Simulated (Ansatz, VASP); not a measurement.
# One calculation of Mg, two programs

```
Mg
1.0
     3.46601    0.00000    0.00000
    -1.73301    3.00166    0.00000
     0.00000    0.00000    5.00192
Mg
2
Direct
  0.33333 0.66667 0.25000
  0.66667 0.33333 0.75000
```

Change from the starting cell: strain +0.080 along x and y, -0.040 along z, atoms carried along.

Alike in both runs: task single point; functional PBEsol; k mesh 18 × 18 × 10; occupations gaussian, width 0.15 eV; no spin polarisation.

|  | VASP | Ansatz |
| --- | --- | --- |
| version | VASP 6.6.1 | Ansatz 0.2.0 |
| potentials or method | VASP PAW PBE potentials, release 64 (Mg), cutoff 520 eV | scalar-relativistic, plane waves, PAW |
| valence electrons in the cell | 4 | 20 |

```csv
,VASP,Ansatz,Ansatz less VASP
gap on the k mesh at the Fermi level (eV),none,none,-
pressure (GPa),-3.7,-3.6,+0.07
"traceless stress, the component that is largest in VASP (GPa)",2.41,2.40,-0.006
```

VASP's potentials were made for PBE, not for PBEsol. A gap of «none» marks a metal or a gap that the smearing closes. With one functional, cell and mesh, what is left measures potentials, basis and numerics. VASP's potentials hold 4 valence electrons a cell and Ansatz's 20, so a difference there can come from the potentials and not from the codes.
